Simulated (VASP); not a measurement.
Here is a VASP 6.6.1 calculation.

File INCAR:

```
SYSTEM = HfO2
PREC = Accurate
ENCUT = 600
EDIFF = 1E-6
ISMEAR = 0
SIGMA = 0.05
LREAL = .False.
LASPH = .True.
NELM = 120
ALGO = Normal
ISIF = 2
LWAVE = .False.
LCHARG = .True.
GGA = PE
LELF = .True.
LVHAR = .True.
NBANDS = 31
GGA_COMPAT = .False.
```

File KPOINTS:

```
regular mesh
0
Gamma
  6 6 8
  0 0 0
```

The input POSCAR:

```
HfO2
1.0
    4.8812946518      0.0000000000      0.0000000000
    0.0000000000      4.8812946518      0.0000000000
    0.0000000000      0.0000000000      3.2380276120
Hf O
2 4
Direct
    0.0000000000      0.0000000000     -0.2130926856
    0.5000000000      0.5000000000      0.5000000000
    0.1948368017      0.8051631983      0.5000000000
    0.3051631983      0.3051631983      0.0000000000
    0.6948368017      0.6948368017      0.0000000000
    0.8051631983      0.1948368017      0.5000000000
```

Potentials or basis: VASP PAW PBE potentials, release 64 (Hf_pv, O).

Launch:

```bash
$ cat potpaw_PBE.64/Hf_pv/POTCAR potpaw_PBE.64/O/POTCAR > POTCAR
$ mpirun -np 1 vasp_std > vasp.out
```

(1) Estimate the largest force.

(2) What does it give for the pressure?

Results:

(1) 19.907 eV/Å.

(2) 31.7 GPa.

Caveat: forces of over 1 eV/Å act on the atoms, so gaps and moduli don't describe the material at rest.
